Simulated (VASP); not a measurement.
A run of VASP 6.6.1:

File INCAR:

```
ALGO = Normal
EDIFF = 1E-7
ENCUT = 520
GGA = PE
ISIF = 2
ISMEAR = 0
LASPH = T
LCHARG = T
LELF = T
LREAL = F
LVHAR = T
LWAVE = F
NBANDS = 18
NELM = 100
PREC = Accurate
SIGMA = 0.1
```

The input KPOINTS:

```
k-points
0
Gamma
  12 12 4
```

The input POSCAR:

```
Mg3F2
1.0
    3.1168619588      0.0000000000      0.0000000000
   -1.5584309794      2.6992816364      0.0000000000
    0.0000000000      0.0000000000     11.6405100971
Mg F
3 2
Direct
    0.0000000000      0.0000000000      0.0000000000
    0.3333333333      0.6666666667      0.6162395664
    0.6666666667      0.3333333333      0.3837604336
    0.3333333333      0.6666666667      0.9191764632
    0.6666666667      0.3333333333      0.0808235368
```

Potentials or basis: VASP PAW PBE potentials, release 64 (Mg, F).

Command:

```console
$ cat potpaw_PBE.64/Mg/POTCAR potpaw_PBE.64/F/POTCAR > POTCAR
$ mpirun -np 1 vasp_std > vasp.out
```

Hardware: 1 thread of AMD EPYC 9R45 (Zen 5), with other jobs on the host.

Task: Estimate the wall time of this run.

Result: It took 80 s on 1 thread of AMD EPYC 9R45 (Zen 5) (shared host), peak memory 0.24 GiB. Counts: scf iterations 15, k points 69.
